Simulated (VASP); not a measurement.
# Mg3BeTe4 (P-43m) in VASP: further runs, part 2 of 2

VASP 6.6.1. Earlier steps stand in the parts before.

## Step 3: Relaxation of cell and atoms, PBE

This run uses another cell than the first one, of 31.27 Å³/atom.

INCAR

```
SYSTEM = Mg3BeTe4
PREC = Accurate ; ENCUT = 600
EDIFF = 1E-7 ; ISMEAR = 0
SIGMA = 0.02 ; LREAL = .FALSE.
LASPH = .TRUE. ; NELM = 80
ALGO = Normal ; ISIF = 3
LWAVE = .FALSE. ; LCHARG = .FALSE.
GGA = PE ; IBRION = 2
NSW = 100 ; EDIFFG = -0.01
```

KPOINTS

```
regular mesh
0
G
  4 4 4
  0 0 0
```

POSCAR

```
Mg3BeTe4
1.0
    6.3008754124      0.0000000000      0.0000000000
    0.0000000000      6.3008754124      0.0000000000
    0.0000000000      0.0000000000      6.3008754124
Mg Be Te
3 1 4
Direct
    0.5000000000      0.0000000000      0.5000000000
    0.0000000000      0.5000000000      0.5000000000
    0.5000000000      0.5000000000      0.0000000000
    0.0000000000      0.0000000000      0.0000000000
    0.2296844407      0.7703155593      0.7703155593
    0.7703155593      0.7703155593      0.2296844407
    0.7703155593      0.2296844407      0.7703155593
    0.2296844407      0.2296844407      0.2296844407
```

Potentials or basis: VASP PAW PBE potentials, release 64 (Mg, Be, Te).

Run with:

```bash
$ cat potpaw_PBE.64/Mg/POTCAR potpaw_PBE.64/Be/POTCAR potpaw_PBE.64/Te/POTCAR > POTCAR
$ mpirun -np 1 vasp_std > vasp.out
```

OUTCAR:

```text
SYSTEM = Mg3BeTe4
   PREC = Accurate
   ENCUT = 600
   EDIFF = 1E-7
   ISMEAR = 0
   LREAL = .FALSE.
   LASPH = .TRUE.
   NELM = 80
   ISIF = 3
   GGA = PE
   IBRION = 2
   NSW = 100
   EDIFFG = -0.01

 ion  position               nearest neighbor table
   1  0.500  0.000  0.500-   5 2.81   6 2.81   7 2.81   8 2.81
   2  0.000  0.500  0.500-   5 2.81   6 2.81   7 2.81   8 2.81
   3  0.500  0.500  0.000-   5 2.81   6 2.81   7 2.81   8 2.81
   4  0.000  0.000  0.000-   5 2.51   6 2.51   7 2.51   8 2.51
   5  0.230  0.770  0.770-   4 2.51   2 2.81   3 2.81   1 2.81
   6  0.770  0.770  0.230-   4 2.51   2 2.81   3 2.81   1 2.81
   7  0.770  0.230  0.770-   4 2.51   2 2.81   3 2.81   1 2.81
   8  0.230  0.230  0.230-   4 2.51   2 2.81   3 2.81   1 2.81

  LATTYP: Found a simple cubic cell.
 ALAT       =     6.3008754124

  Lattice vectors:

 A1 = (   6.3008754124,   0.0000000000,   0.0000000000)
[... 229 lines left out ...]
 val. band max:        2.4317590505   @ k =   0.0000   0.0000   0.0000
 cond. band min:       4.7724342738   @ k =   0.0000   0.0000   0.0000
 fundamental gap:      2.3406752233
 Fermi energy:         2.5583900098

 k-point     1 :       0.0000    0.0000    0.0000
  band No.  band energies     occupation
      1      -8.1712      2.00000
      2      -7.1632      2.00000
      3      -7.1632      2.00000
      4      -7.1632      2.00000
      5      -1.5478      2.00000
      6      -0.7817      2.00000
[... 229 lines left out ...]
     20       5.5591      0.00000
     21       7.2439      0.00000

------------------------ aborting loop because EDIFF is reached ----------------------------------------

  FORCE on cell =-STRESS in cart. coord.  units (eV):
  Direction    XX          YY          ZZ          XY          YZ          ZX
  --------------------------------------------------------------------------------------
  -------------------------------------------------------------------------------------
  Total        0.0078982      0.0078982      0.0078982      0.0000000      0.0000000     -0.0000000
  in kB        0.0506653      0.0506653      0.0506653      0.0000000      0.0000000     -0.0000000
  external PRESSURE =       0.0506653 kB  Pullay stress =       0.0000000 kB

 VOLUME and BASIS-vectors are now :
 -----------------------------------------------------------------------------
  energy-cutoff  :      600.00
  volume of cell :      249.76
      direct lattice vectors                 reciprocal lattice vectors
     6.297615297 -0.000000000 -0.000000000     0.158790265 -0.000000000 -0.000000000
     0.000000000  6.297615297 -0.000000000     0.000000000  0.158790265 -0.000000000
     0.000000000  0.000000000  6.297615297     0.000000000  0.000000000  0.158790265

 POSITION                                       TOTAL-FORCE (eV/Angst)
 -----------------------------------------------------------------------------------
      3.14881      6.29762      3.14881        -0.000000      0.000000      0.000000
      0.00000      3.14881      3.14881        -0.000000      0.000000      0.000000
      3.14881      3.14881     -0.00000        -0.000000      0.000000     -0.000000
      0.00000      6.29762     -0.00000        -0.000000      0.000000      0.000000
      1.44674      4.85088      4.85088         0.003483     -0.003483     -0.003483
      4.85088      4.85088      1.44674        -0.003483     -0.003483      0.003483
      4.85088      1.44674      4.85088        -0.003483      0.003483     -0.003483
      1.44674      1.44674      1.44674         0.003483      0.003483      0.003483
 -----------------------------------------------------------------------------------
    total drift:                               -0.000000     -0.000000      0.000000

  FREE ENERGIE OF THE ION-ELECTRON SYSTEM (eV)
  ---------------------------------------------------
  free  energy   TOTEN  =       -26.5258751978 eV

  energy  without entropy=      -26.5258751978  energy(sigma->0) =      -26.52587520

 reached required accuracy - stopping structural energy minimisation
```

CONTCAR:

```text
Mg3BeTe4
   1.00000000000000
     6.2976152969656649   -0.0000000000000000   -0.0000000000000000
     0.0000000000000000    6.2976152969656649   -0.0000000000000000
     0.0000000000000000    0.0000000000000000    6.2976152969656649
  Mg              Be              Te
     3     1     4
Direct
     0.5000000000000000    1.0000000000000000    0.5000000000000000
     0.0000000000000000    0.5000000000000000    0.5000000000000000
     0.5000000000000000    0.5000000000000000    0.0000000000000000
     0.0000000000000000    1.0000000000000000    0.0000000000000000
     0.2297277480424440    0.7702722519575560    0.7702722519575560
     0.7702722519575560    0.7702722519575560    0.2297277480424440
     0.7702722519575560    0.2297277480424440    0.7702722519575560
     0.2297277480424440    0.2297277480424440    0.2297277480424440

  0.00000000E+00  0.00000000E+00  0.00000000E+00
  0.00000000E+00  0.00000000E+00  0.00000000E+00
  0.00000000E+00  0.00000000E+00  0.00000000E+00
  0.00000000E+00  0.00000000E+00  0.00000000E+00
  0.00000000E+00  0.00000000E+00  0.00000000E+00
  0.00000000E+00  0.00000000E+00  0.00000000E+00
  0.00000000E+00  0.00000000E+00  0.00000000E+00
  0.00000000E+00  0.00000000E+00  0.00000000E+00
```

Wall time 63 s (1 thread of AMD EPYC 9R45 (Zen 5), shared host); peak memory 0.37 GiB.

Results:

```
Free energy                           : -26.5259 eV
Relaxed volume                        : 31.22 Å³/atom
Relaxed cell                          : a = 6.298 Å, b = 6.298 Å, c = 6.298 Å, α = 90.00°, β = 90.00°, γ = 90.00°
Space group after relaxing (to 0.1 Å) : P-43m (No. 215)
Energy gained by relaxing             : 0.0 meV/atom
Ionic steps                           : 2
Pressure after relaxing               : 0.0 GPa
Largest force after relaxing          : 0.006 eV/Å
Band gap on the k mesh                : 2.34 eV
```

Forces in eV/Å, atoms in the order of the input:
```
Mg   0.000  0.000  0.000
Mg   0.000  0.000  0.000
Mg   0.000  0.000  0.000
Be   0.000  0.000  0.000
Te   0.003 -0.003 -0.003
Te  -0.003 -0.003  0.003
Te  -0.003  0.003 -0.003
Te   0.003  0.003  0.003
```

Final structure:
```
Mg Be Te
1.0
     6.29762    0.00000    0.00000
     0.00000    6.29762    0.00000
     0.00000    0.00000    6.29762
Mg Be Te
3 1 4
Direct
  0.50000 0.00000 0.50000
  0.00000 0.50000 0.50000
  0.50000 0.50000 0.00000
  0.00000 0.00000 0.00000
  0.22973 0.77027 0.77027
  0.77027 0.77027 0.22973
  0.77027 0.22973 0.77027
  0.22973 0.22973 0.22973
```

Levels at points of the mesh, in eV from the valence-band top:
| k point | band 14 | band 15 | band 16 | band 17 | band 18 | band 19 |
| --- | --- | --- | --- | --- | --- | --- |
| (0.00, 0.00, 0.00) | 0.00 | 0.00 | 0.00 | 2.34 | 2.68 | 2.68 |
| (0.50, 0.00, 0.00) | -0.95 | -0.54 | -0.54 | 3.30 | 3.72 | 3.93 |
| (0.50, 0.50, 0.00) | -0.70 | -0.58 | -0.24 | 3.44 | 3.75 | 4.46 |
| (0.50, 0.50, 0.50) | -0.39 | -0.39 | -0.39 | 2.50 | 3.13 | 3.13 |

Caveat: spin-orbit coupling is left out, which moves the levels of the heavy elements. A k mesh can miss the band edges.
